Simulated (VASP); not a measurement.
# ZnS (P6_3mc) in VASP: settings compared, part 2 of 2

VASP 6.6.1.

### 3 Relaxation of cell and atoms, LDA

Contents of INCAR:

```
ALGO = Normal ; EDIFF = 1E-6
EDIFFG = -0.005 ; ENCUT = 600
GGA = CA ; IBRION = 2
ISIF = 3 ; ISMEAR = -1
LASPH = True ; LCHARG = False
LREAL = False ; LWAVE = False
NELM = 80 ; NSW = 80
PREC = Accurate ; SIGMA = 0.02
```

Contents of KPOINTS:

```
k-points
0
Gamma
  12 12 4
```

Contents of POSCAR:

```
ZnS
1.0
    3.8440965113      0.0000000000      0.0000000000
   -1.9220482556      3.3290852334      0.0000000000
    0.0000000000      0.0000000000      6.3044789704
Zn S
2 2
Direct
    0.3333333333      0.6666666667      0.0002639963
    0.6666666667      0.3333333333      0.5002639963
    0.3333333333      0.6666666667      0.3747360037
    0.6666666667      0.3333333333      0.8747360037
```

Potentials or basis: VASP PAW LDA potentials, release 64 (Zn, S).

Command:

```console
> cat potpaw_LDA.64/Zn/POTCAR potpaw_LDA.64/S/POTCAR > POTCAR
> mpirun -np 1 vasp_std > vasp.out
```

OUTCAR:

```text
EDIFF = 1E-6
   EDIFFG = -0.005
   ENCUT = 600
   GGA = CA
   IBRION = 2
   ISIF = 3
   ISMEAR = -1
   LASPH = True
   LREAL = False
   NELM = 80
   NSW = 80
   PREC = Accurate

 ion  position               nearest neighbor table
   1  0.333  0.667  0.000-   4 2.36   4 2.36   4 2.36   3 2.36
   2  0.667  0.333  0.500-   3 2.36   3 2.36   3 2.36   4 2.36
   3  0.333  0.667  0.375-   2 2.36   2 2.36   2 2.36   1 2.36
   4  0.667  0.333  0.875-   1 2.36   1 2.36   1 2.36   2 2.36

  LATTYP: Found a hexagonal cell.
 ALAT       =     3.8440965113
 C/A-ratio  =     1.6400418022

  Lattice vectors:

 A1 = (   3.8440965113,   0.0000000000,   0.0000000000)
 A2 = (  -1.9220482556,   3.3290852334,   0.0000000000)
 A3 = (   0.0000000000,   0.0000000000,   6.3044789704)

Analysis of symmetry for initial positions (statically):
=====================================================================
 Subroutine PRICEL returns:
 Original cell was already a primitive cell.

 Routine SETGRP: Setting up the symmetry group for a
 hexagonal supercell.

 Subroutine GETGRP returns: Found 12 space group operations
 (whereof  6 operations were pure point group operations)
 out of a pool of 24 trial point group operations.

The static configuration has the point symmetry C_3v.
 The point group associated with its full space group is C_6v.

Analysis of symmetry for dynamics (positions and initial velocities):
=====================================================================
 Subroutine PRICEL returns:
 Original cell was already a primitive cell.

 Routine SETGRP: Setting up the symmetry group for a
 hexagonal supercell.

 Subroutine GETGRP returns: Found 12 space group operations
 (whereof  6 operations were pure point group operations)
 out of a pool of 24 trial point group operations.

The dynamic configuration has the point symmetry C_3v.
 The point group associated with its full space group is C_6v.

 Subroutine INISYM returns: Found 12 space group operations
 (whereof  6 operations are pure point group operations),
 and found     1 'primitive' translations

----------------------------------------------------------------------------------------

                                     Primitive cell

  volume of cell :      80.6805

  direct lattice vectors                    reciprocal lattice vectors
     3.844096511  0.000000000  0.000000000     0.260139150  0.150191408  0.000000000
    -1.922048256  3.329085233  0.000000000     0.000000000  0.300382817  0.000000000
     0.000000000  0.000000000  6.304478970     0.000000000  0.000000000  0.158617390

  length of vectors
     3.844096511  3.844096511  6.304478970     0.300382817  0.300382817  0.158617390

  position of ions in fractional coordinates (direct lattice)
     0.333333333  0.666666667  0.000263996
     0.666666667  0.333333333  0.500263996
     0.333333333  0.666666667  0.374736004
     0.666666667  0.333333333  0.874736004

  ion indices of the primitive-cell ions
   primitive index   ion index
                 1           1
                 2           2
                 3           3
                 4           4

----------------------------------------------------------------------------------------

 KPOINTS: k-points

Automatic generation of k-mesh.
 Grid dimensions read from file:
 generate k-points for:   12   12    4

 Generating k-lattice:

  Cartesian coordinates                     Fractional coordinates (reciprocal lattice)
     0.021678263  0.012515951  0.000000000     0.083333333  0.000000000  0.000000000
     0.000000000  0.025031901  0.000000000     0.000000000  0.083333333  0.000000000
     0.000000000  0.000000000  0.039654348     0.000000000  0.000000000  0.250000000

  Length of vectors
     0.025031901  0.025031901  0.039654348

  Shift w.r.t. Gamma in fractional coordinates (k-lattice)
     0.000000000  0.000000000  0.000000000

 Subroutine IBZKPT returns following result:
 ===========================================

 Found     57 irreducible k-points:

 Following reciprocal coordinates:
            Coordinates               Weight
  0.000000  0.000000  0.000000      1.000000
  0.083333 -0.000000  0.000000      6.000000
  0.166667 -0.000000  0.000000      6.000000
  0.250000 -0.000000  0.000000      6.000000
  0.333333 -0.000000  0.000000      6.000000
  0.416667 -0.000000  0.000000      6.000000
[... 16 lines left out ...]
  0.250000 -0.000000  0.250000     12.000000
  0.333333 -0.000000  0.250000     12.000000
 [... further k-points ...]
   k-points           NKPTS =     57   k-points in BZ     NKDIM =     57   number of bands    NBANDS=     22
   number of dos      NEDOS =    301   number of ions     NIONS =      4
   total plane-waves  NPLWV =  51200
   dimension x,y,z NGX =    32 NGY =   32 NGZ =   50
   dimension x,y,z NGXF=    64 NGYF=   64 NGZF=  100
   ions per type =               2   2
   NGX,Y,Z   is equivalent  to a cutoff of  13.84, 13.84, 13.18 a.u.
   NGXF,Y,Z  is equivalent  to a cutoff of  27.68, 27.68, 26.37 a.u.
 SYSTEM =  unknown system
   PREC   = accura    normal or accurate (medium, high low for compatibility)
   ISTART =      0    job   : 0-new  1-cont  2-samecut
   ICHARG =      2    charge: 1-file 2-atom 10-const
   ISPIN  =      1    spin polarized calculation?
   LNONCOLLINEAR =      F non collinear calculations
   LSORBIT =      F    spin-orbit coupling
   LASPH  =      T    aspherical Exc in radial PAW
   ENCUT  =  600.0 eV  44.10 Ry    6.64 a.u.   7.68  7.68 12.59*2*pi/ulx,y,z
   NELM   =     80;   NELMIN=  2; NELMDL= -5     # of ELM steps
   EDIFF  = 0.1E-05   stopping-criterion for ELM
   LREAL  =      F    real-space projection
   EDIFFG = -.5E-02   stopping-criterion for IOM
   NSW    =     80    number of steps for IOM
   IBRION =      2    ionic relax: 0-MD 1-quasi-New 2-CG
   NFREE  =      1    steps in history (QN), initial steepest desc. (CG)
   ISIF   =      3    stress and relaxation
   ISYM   =      2    0-nonsym 1-usesym 2-fastsym
   POTIM  = 0.5000    time-step for ionic-motion
   TEBEG  =    0.0;   TEEND  =   0.0 temperature during run
   PSTRESS=    0.0 pullay stress
   NELECT =      36.0000    total number of electrons
   NUPDOWN=      -1.0000    fix difference up-down
   EMIN   =  10.00;   EMAX   =-10.00  energy-range for DOS
   EFERMI =   0.00;   METHOD = LEGACY
   ISMEAR =    -1;   SIGMA  =   0.02  broadening in eV -4-tet -1-fermi 0-gaus
   EFERMI_NEDOS =   21; number of points for ismear=-14 and -15
   IALGO  =     38    algorithm
   IMIX   =      4    mixing-type and parameters
     AMIX     =   0.40;   BMIX     =  1.00
     AMIX_MAG =   1.60;   BMIX_MAG =  1.00
  volume/ion in A,a.u.               =      20.17       136.11
  Fermi-wavevector in a.u.,A,eV,Ry     =   1.250987  2.364023 21.292695  1.564969
  Thomas-Fermi vector in A             =   2.384956
   LORBIT       =      0    0 simple, 1 ext, 2 COOP (PROOUT), +10 PAW based schemes
   GGA     = CA    functional components
   LHFCALC =     F    Hartree Fock is set to
   AEXX    =    0.0000 exact exchange contribution
   IVDW    =     0    specifies the selected vdW correction
   LEPSILON=     F    determine dielectric tensor
   LRPA    =     F    only Hartree local field effects (RPA)
 conjugate gradient relaxation of ions
 non-spin polarized calculation
  energy-cutoff  :      600.00
  volume of cell :       80.68
 maximum number of plane-waves:      2743
 NGX is ok and might be reduce to    32
   NGX = 15   NGY = 15   NGZ = 25

--------------------------------------- Ionic step        1  -------------------------------------------

 number of electron      36.0000006 magnetization

 Free energy of the ion-electron system (eV)
  ---------------------------------------------------
  ext. energy  EPLUGINS =         0.00000000
  ---------------------------------------------------
  free energy    TOTEN  =       -16.28825519 eV

  energy without entropy =      -16.28825519  energy(sigma->0) =      -16.28825519

 E-fermi :   2.1358     XC(G=0):  -9.9325

 val. band max:        1.7368007685   @ k =   0.0000   0.0000   0.0000
 cond. band min:       3.5918924086   @ k =   0.0000   0.0000   0.0000
 fundamental gap:      1.8550916401
 Fermi energy:         2.1357729752

 k-point     1 :       0.0000    0.0000    0.0000
  band No.  band energies     occupation
      1     -11.2448      2.00000
      2     -10.3305      2.00000
      3      -4.6815      2.00000
      4      -4.6687      2.00000
      5      -4.6687      2.00000
      6      -4.5930      2.00000
[... 698 lines left out ...]
  FREE ENERGIE OF THE ION-ELECTRON SYSTEM (eV)
  ---------------------------------------------------
  free  energy   TOTEN  =       -16.4048423777 eV

  energy  without entropy=      -16.4048423777  energy(sigma->0) =      -16.40484238

[... ionic steps 4 to 7 ...]

--------------------------------------- Ionic step        8  -------------------------------------------

 number of electron      36.0000005 magnetization

------------------------ aborting loop because EDIFF is reached ----------------------------------------
[... 71 lines left out ...]
--------------------------------------- Ionic step       10  -------------------------------------------

 number of electron      36.0000006 magnetization

 Free energy of the ion-electron system (eV)
  ---------------------------------------------------
  ext. energy  EPLUGINS =         0.00000000
  ---------------------------------------------------
  free energy    TOTEN  =       -16.40493483 eV

  energy without entropy =      -16.40493483  energy(sigma->0) =      -16.40493483

 E-fermi :   2.8641     XC(G=0): -10.2943

 val. band max:        2.4993077035   @ k =   0.0000   0.0000   0.0000
 cond. band min:       4.7125159952   @ k =   0.0000   0.0000   0.0000
 fundamental gap:      2.2132082917
 Fermi energy:         2.8640622552

 k-point     1 :       0.0000    0.0000    0.0000
  band No.  band energies     occupation
      1     -11.0512      2.00000
      2      -9.9897      2.00000
      3      -4.2541      2.00000
      4      -4.2353      2.00000
      5      -4.2353      2.00000
      6      -4.1468      2.00000
[... 622 lines left out ...]
  FREE ENERGIE OF THE ION-ELECTRON SYSTEM (eV)
  ---------------------------------------------------
  free  energy   TOTEN  =       -16.4049348298 eV

  energy  without entropy=      -16.4049348297  energy(sigma->0) =      -16.40493483

 reached required accuracy - stopping structural energy minimisation
```

OSZICAR:

```text
N       E                     dE             d eps       ncg     rms          rms(c)
DAV:   1     0.244644854999E+03    0.24464E+03   -0.19013E+04  2508   0.216E+03
DAV:   2     0.640633177333E+01   -0.23824E+03   -0.23210E+03  2598   0.400E+02
[... 76 lines left out ...]
   9 F= -.16404926E+02 E0= -.16404926E+02  d E =-.316133E-04
       N       E                     dE             d eps       ncg     rms          rms(c)
DAV:   1    -0.164049651515E+02   -0.39645E-04   -0.19956E-03  2604   0.399E-01    0.382E-02
DAV:   2    -0.164049433409E+02    0.21811E-04   -0.11213E-04  3410   0.193E-01    0.194E-02
DAV:   3    -0.164049363059E+02    0.70349E-05   -0.10739E-05  2932   0.369E-02    0.863E-03
DAV:   4    -0.164049348176E+02    0.14883E-05   -0.33479E-06  2586   0.191E-02    0.297E-03
DAV:   5    -0.164049348298E+02   -0.12164E-07   -0.82154E-07  1308   0.158E-02
  10 F= -.16404935E+02 E0= -.16404935E+02  d E =-.408780E-04
```

CONTCAR:

```text
ZnS
   1.00000000000000
     3.7424425198559859   -0.0000000000015268    0.0000000000000000
    -1.8712212598806375    3.2410502944129660   -0.0000000000000000
    -0.0000000000000000    0.0000000000000000    6.1479767442260798
  Zn              S
     2     2
Direct
     0.3333333332999970    0.6666666667000030    0.0005143778147328
     0.6666666667000030    0.3333333332999970    0.5005143778147326
     0.3333333332999970    0.6666666667000030    0.3744856221852672
     0.6666666667000030    0.3333333332999970    0.8744856221852674

  0.00000000E+00  0.00000000E+00  0.00000000E+00
  0.00000000E+00  0.00000000E+00  0.00000000E+00
  0.00000000E+00  0.00000000E+00  0.00000000E+00
  0.00000000E+00  0.00000000E+00  0.00000000E+00
```

It took 3.6 min on 1 thread of Intel Xeon 6975P-C (Granite Rapids), shared host; peak memory 0.26 GiB.

What came out:

```yaml
Free_energy: -16.4049 eV
Relaxed_volume: 18.64 Å³/atom
Relaxed_cell: a = 3.742 Å, b = 3.742 Å, c = 6.148 Å, α = 90.00°, β = 90.00°, γ = 120.00°
Space_group_after_relaxing_to_0.05_Å: P6_3mc (No. 186)
Energy_gained_by_relaxing: 29.2 meV/atom
Ionic_steps: 10
Pressure_after_relaxing: 0.0 GPa
Largest_force_after_relaxing: 0.004 eV/Å
Band_gap_on_the_k_mesh: 2.21 eV, direct
```

Forces on the atoms (eV/Å):
```
Zn   0.000  0.000  0.004
Zn   0.000  0.000  0.004
S    0.000  0.000 -0.004
S    0.000  0.000 -0.004
```

Step by step:
```csv
step,energy change (eV),largest force (eV/Å),pressure (GPa),volume (Å³)
1,0.0000,0.0069,-5.73,80.68
2,-0.1010,0.0231,2.47,72.54
3,-0.1166,0.0142,-0.04,74.57
4,-0.1165,0.0148,0.11,74.45
5,-0.1166,0.0097,0.00,74.58
6,-0.1166,0.0084,-0.08,74.62
7,-0.1166,0.0091,-0.03,74.60
8,-0.1166,0.0085,-0.05,74.60
9,-0.1167,0.0056,0.03,74.58
10,-0.1167,0.0039,0.02,74.57
```

Final structure:
```yaml
crystal:
  lattice:
    - [3.74244, 0.00000, 0.00000]
    - [-1.87122, 3.24105, 0.00000]
    - [0.00000, 0.00000, 6.14798]
  atoms:
    - { symbol: Zn, position: [0.33333, 0.66667, 0.00051] }
    - { symbol: Zn, position: [0.66667, 0.33333, 0.50051] }
    - { symbol: S, position: [0.33333, 0.66667, 0.37449] }
    - { symbol: S, position: [0.66667, 0.33333, 0.87449] }
```

A k mesh can miss the band edges.

### 4 Single point, LDA

This run uses another cell than the first one, of 18.59 Å³/atom, 0.921 times its volume.

Contents of INCAR:

```
SYSTEM = ZnS
PREC = Accurate ; ENCUT = 520
EDIFF = 1E-7 ; ISMEAR = -1
SIGMA = 0.02 ; LREAL = .FALSE.
LASPH = .TRUE. ; NELM = 60
ALGO = Normal ; ISIF = 2
LWAVE = .FALSE. ; LCHARG = .TRUE.
LELF = .TRUE. ; LVHAR = .TRUE.
NBANDS = 26
```

Contents of KPOINTS:

```
regular mesh
0
G
  12 12 4
  0 0 0
```

Contents of POSCAR:

```
ZnS
1.0
    3.7382350119      0.0000000000      0.0000000000
   -1.8691175059      3.2374064856      0.0000000000
    0.0000000000      0.0000000000      6.1428292551
Zn S
2 2
Direct
    0.3333333333      0.6666666667      0.0005855535
    0.6666666667      0.3333333333      0.5005855535
    0.3333333333      0.6666666667      0.3744144465
    0.6666666667      0.3333333333      0.8744144465
```

Potentials or basis: VASP PAW LDA potentials, release 64 (Zn, S).

Command:

```console
> cat potpaw_LDA.64/Zn/POTCAR potpaw_LDA.64/S/POTCAR > POTCAR
> mpirun -np 1 vasp_std > vasp.out
```

OUTCAR:

```text
SYSTEM = ZnS
   PREC = Accurate
   ENCUT = 520
   EDIFF = 1E-7
   ISMEAR = -1
   LREAL = .FALSE.
   LASPH = .TRUE.
   NELM = 60
   ISIF = 2

 ion  position               nearest neighbor table
   1  0.333  0.667  0.001-   4 2.29   4 2.29   4 2.29   3 2.30
   2  0.667  0.333  0.501-   3 2.29   3 2.29   3 2.29   4 2.30
   3  0.333  0.667  0.374-   2 2.29   2 2.29   2 2.29   1 2.30
   4  0.667  0.333  0.874-   1 2.29   1 2.29   1 2.29   2 2.30

  LATTYP: Found a hexagonal cell.
 ALAT       =     3.7382350119
 C/A-ratio  =     1.6432431978
[... 895 lines left out ...]
  Direction    XX          YY          ZZ          XY          YZ          ZX
  --------------------------------------------------------------------------------------
  -------------------------------------------------------------------------------------
  Total        0.1361765      0.1361765      0.1374601      0.0000000      0.0000000     -0.0000000
  in kB        2.9348133      2.9348133      2.9624765      0.0000000      0.0000000     -0.0000000
  external PRESSURE =       2.9440344 kB  Pullay stress =       0.0000000 kB

 VOLUME and BASIS-vectors are now :
 -----------------------------------------------------------------------------
  energy-cutoff  :      520.00
  volume of cell :       74.34
      direct lattice vectors                 reciprocal lattice vectors
     3.738235012  0.000000000  0.000000000     0.267505921  0.154444616  0.000000000
    -1.869117506  3.237406486  0.000000000     0.000000000  0.308889231  0.000000000
     0.000000000  0.000000000  6.142829255     0.000000000  0.000000000  0.162791437

 POSITION                                       TOTAL-FORCE (eV/Angst)
 -----------------------------------------------------------------------------------
     -0.00000      2.15827      0.00360        -0.000000      0.000000      0.001227
      1.86912      1.07914      3.07501         0.000000     -0.000000      0.001227
     -0.00000      2.15827      2.29996         0.000000      0.000000     -0.001227
      1.86912      1.07914      5.37138        -0.000000      0.000000     -0.001227
 -----------------------------------------------------------------------------------
    total drift:                               -0.000001     -0.000001      0.001088

  FREE ENERGIE OF THE ION-ELECTRON SYSTEM (eV)
  ---------------------------------------------------
  free  energy   TOTEN  =       -16.4028777261 eV

  energy  without entropy=      -16.4028777261  energy(sigma->0) =      -16.40287773
```

OSZICAR:

```text
N       E                     dE             d eps       ncg     rms          rms(c)
DAV:   1     0.245922462581E+03    0.24592E+03   -0.17216E+04  2964   0.171E+03
DAV:   2     0.795980690403E+01   -0.23796E+03   -0.22763E+03  3040   0.358E+02
DAV:   3    -0.166549503188E+02   -0.24615E+02   -0.24365E+02  3486   0.115E+02
DAV:   4    -0.172708377277E+02   -0.61589E+00   -0.61447E+00  3494   0.180E+01
DAV:   5    -0.172802508556E+02   -0.94131E-02   -0.94101E-02  3594   0.222E+00    0.109E+01
DAV:   6    -0.164424299454E+02    0.83782E+00   -0.16832E+00  4246   0.392E+01    0.815E+00
DAV:   7    -0.164202570119E+02    0.22173E-01   -0.12565E+00  3130   0.710E+00    0.330E+00
DAV:   8    -0.164041649885E+02    0.16092E-01   -0.36505E-02  3204   0.123E+00    0.860E-01
DAV:   9    -0.164028164698E+02    0.13485E-02   -0.92261E-03  4028   0.103E+00    0.237E-01
DAV:  10    -0.164028622292E+02   -0.45759E-04   -0.36404E-04  3514   0.201E-01    0.112E-01
DAV:  11    -0.164028778845E+02   -0.15655E-04   -0.29578E-05  3226   0.516E-02    0.426E-02
DAV:  12    -0.164028776338E+02    0.25068E-06   -0.40533E-06  3752   0.260E-02    0.440E-03
DAV:  13    -0.164028777261E+02   -0.92323E-07   -0.78634E-07  4020   0.164E-02
   1 F= -.16402878E+02 E0= -.16402878E+02  d E =-.125554E-11
```

stdout:

```text
POSCAR found type information on POSCAR ZnS
 POSCAR found :  2 types and       4 ions
 scaLAPACK will be used
 LDA part: xc-table for (Slater(with rela. corr.)+CA(PZ))
 , standard interpolation
 POSCAR, INCAR and KPOINTS ok, starting setup
 FFT: planning ... GRIDC
 FFT: planning ... GRID_SOFT
 FFT: planning ... GRID
 WAVECAR not read
 entering main loop
```

It took 51 s on 1 thread of Intel Xeon Platinum 8488C (Sapphire Rapids), shared host; peak memory 0.22 GiB.

Results:

| Property | Result |
| --- | --- |
| Free energy | -16.4029 eV |
| Pressure | 0.3 GPa |
| Band gap on the k mesh | 2.23 eV, direct |

Levels at points of the mesh, in eV from the valence-band top:
```
           k point  band 14  band 15  band 16  band 17  band 18  band 19  band 20  band 21  band 22  band 23
(0.00, 0.00, 0.00)    -0.99    -0.99    -0.10     0.00     0.00     2.23     3.02     6.12     6.12     6.37
(0.50, 0.00, 0.00)    -4.43    -3.61    -2.47    -1.91    -0.98     3.42     4.22     4.88     6.74     7.46
(0.00, 0.00, 0.50)    -3.09    -0.52    -0.52    -0.52    -0.52     3.53     3.53     6.61     6.61     6.61
(0.50, 0.00, 0.50)    -5.25    -1.81    -1.81    -1.79    -1.79     3.34     3.34     5.03     5.03     8.77
```

A k mesh can miss the band edges.

### 5 Summary

```tsv
task	level	potentials or basis	cell	cutoff (eV)	gap on the mesh (eV)	pressure (GPa)	relaxed volume (Å³/atom)
relaxation of cell and atoms	PBEsol	VASP PAW PBE potentials, release 64 (Zn, S)	relaxed from a = 3.844, b = 3.844, c = 6.304 Å, angles 90.0, 90.0, 120.0°, 4 atoms	600	2.15	0.0	19.27
relaxation of cell and atoms	LDA	VASP PAW LDA potentials, release 64 (Zn, S)	relaxed from a = 3.844, b = 3.844, c = 6.304 Å, angles 90.0, 90.0, 120.0°, 4 atoms	600	2.21	0.0	18.64
single point	LDA	VASP PAW LDA potentials, release 64 (Zn, S)	a = 3.738, b = 3.738, c = 6.143 Å, angles 90.0, 90.0, 120.0°, 4 atoms	520	2.23	0.3	-
```

Alike in all rows: no spin polarisation; k mesh 12 × 12 × 4; smearing fermi-dirac 0.02 eV.

Caveats: the PAW data sets were made with another functional, which shifts forces and pressure a little (some runs).

Absolute energies hang on the potentials; compare differences alone.
